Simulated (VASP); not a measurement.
# BeS (F-43m) in VASP: a series of runs

Runs on BeS. Level: r2SCAN. Tasks: single point, relaxation of cell and atoms.

All numbers are computed with VASP 6.6.1; they aren't measurements. Logs are shortened: lines on timing, memory, paths and dates and some standing lists are left out, and cuts for length are marked.

### 1 The cell of the first run

The structure is cubic, space group F-43m (No. 216). Conventional cell: a = 4.869 Å, b = 4.869 Å, c = 4.869 Å, α = 90.00°, β = 90.00°, γ = 90.00°. Be (site symmetry -43m) has 4 S at 2.11 Å within 2.8 Å. S (site symmetry -43m) has 4 Be at 2.11 Å within 2.8 Å.

### 2 Single point, r2SCAN

The input, POSCAR:

```
BeS
1.0
    0.0000000000      2.4343598467      2.4343598467
    2.4343598467      0.0000000000      2.4343598467
    2.4343598467      2.4343598467      0.0000000000
Be S
1 1
Direct
    0.0000000000      0.0000000000      0.0000000000
    0.2500000000      0.2500000000      0.2500000000
```

The input, INCAR.step1:

```
ALGO     = Normal         # electronic algorithm
EDIFF    = 1E-5           # SCF threshold, eV
ENCUT    = 660            # plane-wave cutoff, eV
GGA      = PE             # functional
GGA_COMPAT= False        
ISMEAR   = -1             # smearing method
LASPH    = True           # aspherical terms in the spheres
LCHARG   = False          # write CHGCAR
LREAL    = False          # projectors in reciprocal space
LWAVE    = True           # write WAVECAR
NBANDS   = 11             # bands
NELM     = 120            # most SCF steps
PREC     = Accurate       # precision mode
SIGMA    = 0.02           # smearing width, eV
```

The input, INCAR.step2:

```
ALGO     = Normal         # electronic algorithm
EDIFF    = 1E-6           # SCF threshold, eV
ENCUT    = 660            # plane-wave cutoff, eV
GGA_COMPAT= False        
ISIF     = 2              # what is computed and relaxed
ISMEAR   = -1             # smearing method
ISTART   = 1            
LASPH    = True           # aspherical terms in the spheres
LCHARG   = False          # write CHGCAR
LMIXTAU  = True         
LREAL    = False          # projectors in reciprocal space
LWAVE    = False          # write WAVECAR
METAGGA  = R2SCAN         # meta-GGA
NBANDS   = 11             # bands
NELM     = 120            # most SCF steps
PREC     = Accurate       # precision mode
SIGMA    = 0.02           # smearing width, eV
```

The input, KPOINTS:

```
k-points
0
Gamma
  9 9 9
```

Potentials or basis: VASP PAW PBE potentials, release 64 (Be, S).

On the command line:

```console
$ cat potpaw_PBE.64/Be/POTCAR potpaw_PBE.64/S/POTCAR > POTCAR
$ cp INCAR.step1 INCAR
$ mpirun -np 1 vasp_std > vasp.out
$ cp INCAR.step2 INCAR
$ mpirun -np 1 vasp_std > vasp.out
```

OUTCAR:

```text
EDIFF = 1E-6
   ENCUT = 660
   ISIF = 2
   ISMEAR = -1
   ISTART = 1
   LASPH = True
   LREAL = False
   METAGGA = R2SCAN
   NELM = 120
   PREC = Accurate

 ion  position               nearest neighbor table
   1  0.000  0.000  0.000-   2 2.11   2 2.11   2 2.11   2 2.11
   2  0.250  0.250  0.250-   1 2.11   1 2.11   1 2.11   1 2.11

  LATTYP: Found a face centered cubic cell.
 ALAT       =     4.8687196934

  Lattice vectors:

 A1 = (   0.0000000000,   2.4343598467,   2.4343598467)
 A2 = (   2.4343598467,   0.0000000000,   2.4343598467)
 A3 = (   2.4343598467,   2.4343598467,   0.0000000000)

Analysis of symmetry for initial positions (statically):
=====================================================================
 Subroutine PRICEL returns:
 Original cell was already a primitive cell.

 Routine SETGRP: Setting up the symmetry group for a
 face centered cubic supercell.

 Subroutine GETGRP returns: Found 24 space group operations
 (whereof 24 operations were pure point group operations)
 out of a pool of 48 trial point group operations.

The static configuration has the point symmetry T_d .

Analysis of symmetry for dynamics (positions and initial velocities):
=====================================================================
 Subroutine PRICEL returns:
 Original cell was already a primitive cell.

 Routine SETGRP: Setting up the symmetry group for a
 face centered cubic supercell.

 Subroutine GETGRP returns: Found 24 space group operations
 (whereof 24 operations were pure point group operations)
 out of a pool of 48 trial point group operations.

The dynamic configuration has the point symmetry T_d .

 Subroutine INISYM returns: Found 24 space group operations
 (whereof 24 operations are pure point group operations),
 and found     1 'primitive' translations

----------------------------------------------------------------------------------------

                                     Primitive cell

  volume of cell :      28.8526

  direct lattice vectors                    reciprocal lattice vectors
     0.000000000  2.434359847  2.434359847    -0.205392806  0.205392806  0.205392806
     2.434359847  0.000000000  2.434359847     0.205392806 -0.205392806  0.205392806
     2.434359847  2.434359847  0.000000000     0.205392806  0.205392806 -0.205392806

  length of vectors
     3.442704711  3.442704711  3.442704711     0.355750776  0.355750776  0.355750776

[... 86 lines left out ...]
   ISIF   =      2    stress and relaxation
   ISYM   =      2    0-nonsym 1-usesym 2-fastsym
   POTIM  = 0.5000    time-step for ionic-motion
   TEBEG  =    0.0;   TEEND  =   0.0 temperature during run
   PSTRESS=    0.0 pullay stress
   NELECT =       8.0000    total number of electrons
   NUPDOWN=      -1.0000    fix difference up-down
   EMIN   =  10.00;   EMAX   =-10.00  energy-range for DOS
   EFERMI =   0.00;   METHOD = LEGACY
   ISMEAR =    -1;   SIGMA  =   0.02  broadening in eV -4-tet -1-fermi 0-gaus
   EFERMI_NEDOS =   21; number of points for ismear=-14 and -15
   IALGO  =     38    algorithm
   IMIX   =      4    mixing-type and parameters
     AMIX     =   0.40;   BMIX     =  1.00
     AMIX_MAG =   1.60;   BMIX_MAG =  1.00
  volume/ion in A,a.u.               =      14.43        97.35
  Fermi-wavevector in a.u.,A,eV,Ry     =   1.067522  2.017324 15.505235  1.139603
  Thomas-Fermi vector in A             =   2.203141
   LORBIT       =      0    0 simple, 1 ext, 2 COOP (PROOUT), +10 PAW based schemes
   METAGGA = R2SCAN    functional components
   LHFCALC =     F    Hartree Fock is set to
   AEXX    =    0.0000 exact exchange contribution
   IVDW    =     0    specifies the selected vdW correction
   LEPSILON=     F    determine dielectric tensor
   LRPA    =     F    only Hartree local field effects (RPA)
 non-spin polarized calculation
  energy-cutoff  :      660.00
  volume of cell :       28.85
 maximum number of plane-waves:      1139
 NGX is ok and might be reduce to    30
   NGX = 15   NGY = 15   NGZ = 15

 number of electron       8.0000001 magnetization

 Free energy of the ion-electron system (eV)
  ---------------------------------------------------
  ext. energy  EPLUGINS =         0.00000000
  ---------------------------------------------------
  free energy    TOTEN  =       -14.78738093 eV

  energy without entropy =      -14.78738093  energy(sigma->0) =      -14.78738093

 E-fermi :   4.3260     XC(G=0): -10.1333

 val. band max:        3.8476335929   @ k =   0.0000   0.0000   0.0000
 cond. band min:       7.5445632311   @ k =   0.4444   0.4444   0.0000
 fundamental gap:      3.6969296383
 Fermi energy:         4.3260361147

 k-point     1 :       0.0000    0.0000    0.0000
  band No.  band energies     occupation
      1     -10.3690      2.00000
      2       3.8476      2.00000
      3       3.8476      2.00000
      4       3.8476      2.00000
      5      10.1116      0.00000
      6      10.1116      0.00000
      7      10.1116      0.00000
      8      10.4317      0.00000
      9      17.2488      0.00000
     10      17.2488      0.00000
     11      19.6590      0.00000
[... 309 lines left out ...]
 k-point    24 :       0.4444    0.4444    0.0000
  band No.  band energies     occupation
      1      -8.2616      2.00000
      2      -1.1280      2.00000
      3       1.2300      2.00000
      4       1.2300      2.00000
      5       7.5446      0.00000
      6       9.3152      0.00000
      7      17.1432      0.00000
      8      17.1432      0.00000
      9      19.9999      0.00000
     10      20.7250      0.00000
     11      22.1692      0.00000

 [... further k-points ...]

------------------------ aborting loop because EDIFF is reached ----------------------------------------

  FORCE on cell =-STRESS in cart. coord.  units (eV):
  Direction    XX          YY          ZZ          XY          YZ          ZX
  --------------------------------------------------------------------------------------
  -------------------------------------------------------------------------------------
  Total        0.0519359      0.0519359      0.0519359      0.0000000     -0.0000000      0.0000000
  in kB        2.8839885      2.8839885      2.8839885      0.0000000     -0.0000000      0.0000000
  external PRESSURE =       2.8839885 kB  Pullay stress =       0.0000000 kB

 VOLUME and BASIS-vectors are now :
 -----------------------------------------------------------------------------
  energy-cutoff  :      660.00
  volume of cell :       28.85
      direct lattice vectors                 reciprocal lattice vectors
     0.000000000  2.434359847  2.434359847    -0.205392806  0.205392806  0.205392806
     2.434359847  0.000000000  2.434359847     0.205392806 -0.205392806  0.205392806
     2.434359847  2.434359847  0.000000000     0.205392806  0.205392806 -0.205392806

 POSITION                                       TOTAL-FORCE (eV/Angst)
 -----------------------------------------------------------------------------------
      0.00000      0.00000      0.00000        -0.000000     -0.000000     -0.000000
      1.21718      1.21718      1.21718         0.000000      0.000000      0.000000
 -----------------------------------------------------------------------------------
    total drift:                                0.000000      0.000000      0.000000

  FREE ENERGIE OF THE ION-ELECTRON SYSTEM (eV)
  ---------------------------------------------------
  free  energy   TOTEN  =       -14.7873809339 eV

  energy  without entropy=      -14.7873809339  energy(sigma->0) =      -14.78738093
```

Wall time 49 s (1 thread of Intel Xeon Platinum 8559C (Emerald Rapids), shared host); peak memory 0.17 GiB.

What came out:

```
Free energy            : -14.7874 eV
Pressure               : 0.3 GPa
Band gap on the k mesh : 3.70 eV, indirect (least direct gap 6.26 eV)
```

Caveat: the PAW data sets were made with another functional, which shifts forces and pressure a little. A k mesh can miss the band edges.

### 3 Single point, r2SCAN

The input, POSCAR:

```
BeS
1.0
    0.0000000000      2.4343556571      2.4343556571
    2.4343556571      0.0000000000      2.4343556571
    2.4343556571      2.4343556571      0.0000000000
Be S
1 1
Direct
    0.0000000000      0.0000000000      0.0000000000
    0.2500000000      0.2500000000      0.2500000000
```

The input, INCAR.step1:

```
PREC     = Accurate       # precision mode
ENCUT    = 660            # plane-wave cutoff, eV
ISMEAR   = -1             # smearing method
SIGMA    = 0.02           # smearing width, eV
LREAL    = False          # projectors in reciprocal space
LASPH    = True           # aspherical terms in the spheres
NELM     = 120            # most SCF steps
NBANDS   = 11             # bands
GGA      = PE             # functional
ALGO     = Normal         # electronic algorithm
EDIFF    = 1E-5           # SCF threshold, eV
LWAVE    = True           # write WAVECAR
LCHARG   = False          # write CHGCAR
GGA_COMPAT= False
```

The input, INCAR.step2:

```
PREC     = Accurate       # precision mode
ENCUT    = 660            # plane-wave cutoff, eV
EDIFF    = 1E-6           # SCF threshold, eV
ISMEAR   = -1             # smearing method
SIGMA    = 0.02           # smearing width, eV
LREAL    = False          # projectors in reciprocal space
LASPH    = True           # aspherical terms in the spheres
NELM     = 120            # most SCF steps
ALGO     = Normal         # electronic algorithm
ISIF     = 2              # what is computed and relaxed
LWAVE    = False          # write WAVECAR
LCHARG   = False          # write CHGCAR
METAGGA  = R2SCAN         # meta-GGA
LMIXTAU  = True         
NBANDS   = 11             # bands
ISTART   = 1            
GGA_COMPAT= False
```

The input, KPOINTS:

```
Automatic mesh
0
Gamma
  9 9 9
```

Potentials or basis: VASP PAW PBE potentials, release 64 (Be, S).

On the command line:

```console
$ cat potpaw_PBE.64/Be/POTCAR potpaw_PBE.64/S/POTCAR > POTCAR
$ cp INCAR.step1 INCAR
$ mpirun -np 1 vasp_std > vasp.out
$ cp INCAR.step2 INCAR
$ mpirun -np 1 vasp_std > vasp.out
```

OUTCAR:

```text
PREC = Accurate
   ENCUT = 660
   EDIFF = 1E-6
   ISMEAR = -1
   LREAL = False
   LASPH = True
   NELM = 120
   ISIF = 2
   METAGGA = R2SCAN
   ISTART = 1

 ion  position               nearest neighbor table
   1  0.000  0.000  0.000-   2 2.11   2 2.11   2 2.11   2 2.11
   2  0.250  0.250  0.250-   1 2.11   1 2.11   1 2.11   1 2.11

  LATTYP: Found a face centered cubic cell.
 ALAT       =     4.8687113142

  Lattice vectors:

[... 519 lines left out ...]
     11      22.1693      0.00000

 [... further k-points ...]

------------------------ aborting loop because EDIFF is reached ----------------------------------------

  FORCE on cell =-STRESS in cart. coord.  units (eV):
  Direction    XX          YY          ZZ          XY          YZ          ZX
  --------------------------------------------------------------------------------------
  -------------------------------------------------------------------------------------
  Total        0.0520274      0.0520274      0.0520274      0.0000000      0.0000000      0.0000000
  in kB        2.8890880      2.8890880      2.8890880      0.0000000      0.0000000      0.0000000
  external PRESSURE =       2.8890880 kB  Pullay stress =       0.0000000 kB

 VOLUME and BASIS-vectors are now :
 -----------------------------------------------------------------------------
  energy-cutoff  :      660.00
  volume of cell :       28.85
      direct lattice vectors                 reciprocal lattice vectors
     0.000000000  2.434355657  2.434355657    -0.205393160  0.205393160  0.205393160
     2.434355657  0.000000000  2.434355657     0.205393160 -0.205393160  0.205393160
     2.434355657  2.434355657  0.000000000     0.205393160  0.205393160 -0.205393160

 POSITION                                       TOTAL-FORCE (eV/Angst)
 -----------------------------------------------------------------------------------
      0.00000      0.00000      0.00000         0.000000      0.000000      0.000000
      1.21718      1.21718      1.21718        -0.000000     -0.000000     -0.000000
 -----------------------------------------------------------------------------------
    total drift:                                0.000000      0.000000      0.000000

  FREE ENERGIE OF THE ION-ELECTRON SYSTEM (eV)
  ---------------------------------------------------
  free  energy   TOTEN  =       -14.7873806773 eV

  energy  without entropy=      -14.7873806773  energy(sigma->0) =      -14.78738068
```

OUTCAR.step1:

```text
PREC = Accurate
   ENCUT = 660
   ISMEAR = -1
   LREAL = False
   LASPH = True
[... 557 lines left out ...]
      0.00000      0.00000      0.00000        -0.000000     -0.000000     -0.000000
      1.21718      1.21718      1.21718         0.000000      0.000000      0.000000
 -----------------------------------------------------------------------------------
    total drift:                                0.000000      0.000000      0.000000

  FREE ENERGIE OF THE ION-ELECTRON SYSTEM (eV)
  ---------------------------------------------------
  free  energy   TOTEN  =       -10.0136113735 eV

  energy  without entropy=      -10.0136113735  energy(sigma->0) =      -10.01361137
```

It took 45 s on 1 thread of Intel Xeon Platinum 8559C (Emerald Rapids), shared host; peak memory 0.17 GiB.

Results:

- Free energy: -14.7874 eV
- Pressure: 0.3 GPa
- Band gap on the k mesh: 3.70 eV, indirect (least direct gap 6.26 eV)

Caveat: the PAW data sets were made with another functional, which shifts forces and pressure a little. r2SCAN opens gaps a little over a GGA but as a rule still falls short of measured ones.

(Part 1 of 2 ends here.)
